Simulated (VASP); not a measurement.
# RbRu2 (P-3m1) in VASP: notebook

The runs below take RbRu2 through single point, with PBE.

Everything below comes from runs of VASP 6.6.1. Logs are shortened: lines on timing, memory, paths and dates and some standing lists are left out, and cuts for length are marked.

## (1) The cell of the first run

Symmetry: P-3m1, No. 164, trigonal system. Conventional cell: a = 3.551 Å, b = 3.551 Å, c = 7.535 Å, α = 90.00°, β = 90.00°, γ = 120.00°. Rb (site symmetry -3m) has 6 Ru at 3.46 Å and 6 Rb at 3.55 Å within 4.6 Å. Within 3.7 Å of Ru (site symmetry 3m) lie 9 Ru at 2.83 to 3.55 Å and 3 Rb at 3.46 Å.

## (2) Single point, PBE

INCAR

```
PREC = Accurate
ENCUT = 520
EDIFF = 1E-6
ISMEAR = 0
SIGMA = 0.1
LREAL = False
LASPH = True
NELM = 80
ALGO = Fast
ISIF = 2
LWAVE = False
LCHARG = False
GGA = PE
NBANDS = 26
```

KPOINTS

```
Automatic mesh
0
Gamma
  6 6 2
```

POSCAR

```
RbRu2
1.0
    3.5508794900      0.0000000000      0.0000000000
   -1.7754397400      3.0751518400      0.0000000000
    0.0000000000      0.0000000000      7.5345754800
Rb Ru
1 2
Direct
    0.0000000000      0.0000000000      0.0000000000
    0.3333333300      0.6666666700      0.3703985600
    0.6666666700      0.3333333300      0.6296014400
```

Potentials or basis: VASP PAW PBE potentials, release 64 (Rb_sv, Ru_pv).

Run with:

```
> cat potpaw_PBE.64/Rb_sv/POTCAR potpaw_PBE.64/Ru_pv/POTCAR > POTCAR
> mpirun -np 1 vasp_std > vasp.out
```

OUTCAR:

```text
PREC = Accurate
   ENCUT = 520
   EDIFF = 1E-6
   ISMEAR = 0
   LREAL = False
   LASPH = True
   NELM = 80
   ISIF = 2
   GGA = PE

 ion  position               nearest neighbor table
   1  0.000  0.000  0.000-   2 3.46   3 3.46   2 3.46   3 3.46   3 3.46   2 3.46
   2  0.333  0.667  0.370-   3 2.83   3 2.83   3 2.83   1 3.46   1 3.46   1 3.46
   3  0.667  0.333  0.630-   2 2.83   2 2.83   2 2.83   1 3.46   1 3.46   1 3.46

  LATTYP: Found a hexagonal cell.
 ALAT       =     3.5508794900
 C/A-ratio  =     2.1218899434

  Lattice vectors:

 A1 = (   3.5508794900,   0.0000000000,   0.0000000000)
 A2 = (  -1.7754397400,   3.0751518400,   0.0000000000)
 A3 = (   0.0000000000,   0.0000000000,   7.5345754800)

Analysis of symmetry for initial positions (statically):
=====================================================================
 Subroutine PRICEL returns:
 Original cell was already a primitive cell.

 Routine SETGRP: Setting up the symmetry group for a
 hexagonal supercell.

 Subroutine GETGRP returns: Found 12 space group operations
 (whereof 12 operations were pure point group operations)
 out of a pool of 24 trial point group operations.

The static configuration has the point symmetry D_3d.

Analysis of symmetry for dynamics (positions and initial velocities):
=====================================================================
 Subroutine PRICEL returns:
 Original cell was already a primitive cell.

 Routine SETGRP: Setting up the symmetry group for a
 hexagonal supercell.

 Subroutine GETGRP returns: Found 12 space group operations
 (whereof 12 operations were pure point group operations)
 out of a pool of 24 trial point group operations.

The dynamic configuration has the point symmetry D_3d.

 Subroutine INISYM returns: Found 12 space group operations
 (whereof 12 operations are pure point group operations),
 and found     1 'primitive' translations

----------------------------------------------------------------------------------------

                                     Primitive cell

  volume of cell :      82.2737

  direct lattice vectors                    reciprocal lattice vectors
     3.550879490  0.000000000  0.000000000     0.281620371  0.162593597  0.000000000
    -1.775439740  3.075151840  0.000000000     0.000000000  0.325187195  0.000000000
     0.000000000  0.000000000  7.534575480     0.000000000  0.000000000  0.132721479

  length of vectors
[... 72 lines left out ...]
   NELM   =     80;   NELMIN=  2; NELMDL= -5     # of ELM steps
   EDIFF  = 0.1E-05   stopping-criterion for ELM
   LREAL  =      F    real-space projection
   EDIFFG = 0.1E-04   stopping-criterion for IOM
   NSW    =      0    number of steps for IOM
   IBRION =     -1    ionic relax: 0-MD 1-quasi-New 2-CG
   NFREE  =      0    steps in history (QN), initial steepest desc. (CG)
   ISIF   =      2    stress and relaxation
   ISYM   =      2    0-nonsym 1-usesym 2-fastsym
   POTIM  = 0.5000    time-step for ionic-motion
   TEBEG  =    0.0;   TEEND  =   0.0 temperature during run
   PSTRESS=    0.0 pullay stress
   NELECT =      37.0000    total number of electrons
   NUPDOWN=      -1.0000    fix difference up-down
   EMIN   =  10.00;   EMAX   =-10.00  energy-range for DOS
   EFERMI =   0.00;   METHOD = LEGACY
   ISMEAR =     0;   SIGMA  =   0.10  broadening in eV -4-tet -1-fermi 0-gaus
   EFERMI_NEDOS =   21; number of points for ismear=-14 and -15
   IALGO  =     68    algorithm
   IMIX   =      4    mixing-type and parameters
     AMIX     =   0.40;   BMIX     =  1.00
     AMIX_MAG =   1.60;   BMIX_MAG =  1.00
  volume/ion in A,a.u.               =      27.42       185.07
  Fermi-wavevector in a.u.,A,eV,Ry     =   1.254262  2.370212 21.404325  1.573173
  Thomas-Fermi vector in A             =   2.388075
   LORBIT       =      0    0 simple, 1 ext, 2 COOP (PROOUT), +10 PAW based schemes
   GGA     = PE    functional components
   LHFCALC =     F    Hartree Fock is set to
   AEXX    =    0.0000 exact exchange contribution
   IVDW    =     0    specifies the selected vdW correction
   LEPSILON=     F    determine dielectric tensor
   LRPA    =     F    only Hartree local field effects (RPA)
 non-spin polarized calculation
 RMM-DIIS sequential band-by-band and
 Gauss-broadening in eV      SIGMA  =   0.10
  energy-cutoff  :      520.00
  volume of cell :       82.27
 maximum number of plane-waves:      2261
 NGX is ok and might be reduce to    28
   NGX = 13   NGY = 13   NGZ = 29

 number of electron      36.9999990 magnetization

 Free energy of the ion-electron system (eV)
  ---------------------------------------------------
  ext. energy  EPLUGINS =         0.00000000
  ---------------------------------------------------
  free energy    TOTEN  =       -13.47109640 eV

  energy without entropy =      -13.40521020  energy(sigma->0) =      -13.43815330

 E-fermi :   3.9944     XC(G=0):  -9.7805

 val. band max:        3.9827203546   @ k =   0.1667   0.1667   0.5000
 cond. band min:       4.0018553937   @ k =   0.3333   0.3333   0.5000
 fundamental gap:      0.0191350390
 Fermi energy:         3.9943820664

 k-point     1 :       0.0000    0.0000    0.0000
  band No.  band energies     occupation
      1     -38.1149      2.00000
      2     -38.1149      2.00000
      3     -38.0851      2.00000
      4     -38.0271      2.00000
      5     -38.0271      2.00000
      6     -37.8861      2.00000
[... 395 lines left out ...]
     25       8.0335      0.00000
     26       9.8974      0.00000

------------------------ aborting loop because EDIFF is reached ----------------------------------------

  FORCE on cell =-STRESS in cart. coord.  units (eV):
  Direction    XX          YY          ZZ          XY          YZ          ZX
  --------------------------------------------------------------------------------------
  -------------------------------------------------------------------------------------
  Total       -8.0555535     -8.0555534     -5.0813628     -0.0000000      0.0000000      0.0000000
  in kB     -156.8717279   -156.8717275    -98.9531209     -0.0000003      0.0000000      0.0000000
  external PRESSURE =    -137.5655254 kB  Pullay stress =       0.0000000 kB

 VOLUME and BASIS-vectors are now :
 -----------------------------------------------------------------------------
  energy-cutoff  :      520.00
  volume of cell :       82.27
      direct lattice vectors                 reciprocal lattice vectors
     3.550879490  0.000000000  0.000000000     0.281620371  0.162593597  0.000000000
    -1.775439740  3.075151840  0.000000000     0.000000000  0.325187195  0.000000000
     0.000000000  0.000000000  7.534575480     0.000000000  0.000000000  0.132721479

 POSITION                                       TOTAL-FORCE (eV/Angst)
 -----------------------------------------------------------------------------------
      0.00000      0.00000      0.00000        -0.000000      0.000000      0.000000
     -0.00000      2.05010      2.79080        -0.000000     -0.000000      2.884574
      1.77544      1.02505      4.74378         0.000000      0.000000     -2.884574
 -----------------------------------------------------------------------------------
    total drift:                               -0.000000      0.000000      0.000000

  FREE ENERGIE OF THE ION-ELECTRON SYSTEM (eV)
  ---------------------------------------------------
  free  energy   TOTEN  =       -13.4710964048 eV

  energy  without entropy=      -13.4052102042  energy(sigma->0) =      -13.43815330
```

Wall time 41 s (1 thread of Intel Xeon Platinum 8488C (Sapphire Rapids), shared host); peak memory 0.2 GiB.

Results:

```
Free energy   : -13.4711 eV
Pressure      : -13.8 GPa
Largest force : 2.885 eV/Å
```

Forces on the atoms (eV/Å):
```
Rb   0.000  0.000  0.000
Ru   0.000  0.000  2.885
Ru   0.000  0.000 -2.885
```

Caveat: the k points lie up to 0.42 Å⁻¹ apart; forces of over 1 eV/Å act on the atoms, so gaps and moduli don't describe the material at rest.

## (3) Single point, PBE

This run uses another cell than the first one, of 27.12 Å³/atom, 0.989 times its volume.

INCAR

```
SYSTEM = RbRu2
PREC = Accurate
ENCUT = 520
EDIFF = 1E-7
ISMEAR = 0
SIGMA = 0.1
LREAL = .False.
LASPH = .True.
NELM = 60
ALGO = Normal
ISIF = 2
LWAVE = .False.
LCHARG = .False.
GGA = PE
NBANDS = 26
```

KPOINTS

```
regular mesh
0
Gamma
  6 6 2
  0 0 0
```

POSCAR

```
RbRu2
1.0
    3.7971947522     -0.0000000031      0.0000000000
   -1.8985973734      3.2884671200      0.0000000000
    0.0000000000      0.0000000000      6.5153788841
Rb Ru
1 2
Direct
    0.0000000000      0.0000000000      0.0000000000
    0.3333333333      0.6666666667      0.4341179966
    0.6666666667      0.3333333333      0.5658820034
```

Potentials or basis: VASP PAW PBE potentials, release 64 (Rb_sv, Ru_pv).

Run with:

```
> cat potpaw_PBE.64/Rb_sv/POTCAR potpaw_PBE.64/Ru_pv/POTCAR > POTCAR
> mpirun -np 1 vasp_std > vasp.out
```

It took 29 s on 1 thread of Intel Xeon Platinum 8488C (Sapphire Rapids), shared host; peak memory 0.19 GiB.

It converged, with:

```yaml
Free_energy: -16.1502 eV
Pressure: 0.2 GPa
Largest_force: 0.018 eV/Å
```

Forces on the atoms (eV/Å):
```
Rb   0.000  0.000  0.000
Ru   0.000  0.000 -0.018
Ru   0.000  0.000  0.018
```

Stress tensor (GPa, compression positive):
```
0.25 0.00 0.00
0.00 0.25 0.00
0.00 0.00 0.02
```

Levels at points of the mesh, in eV from the Fermi level:
```tsv
k point	band 17	band 18	band 19	band 20	band 21	band 22
(0.00, 0.00, 0.00)	-1.87	0.58	0.58	1.03	1.09	1.09
(0.50, 0.00, 0.00)	-0.80	-0.50	0.18	0.45	1.36	2.12
(0.00, 0.00, 0.50)	-1.33	-1.13	0.51	0.51	1.13	1.13
(0.50, 0.00, 0.50)	-0.52	-0.37	-0.28	1.04	1.41	2.04
```

Caveat: the k points lie up to 0.48 Å⁻¹ apart.
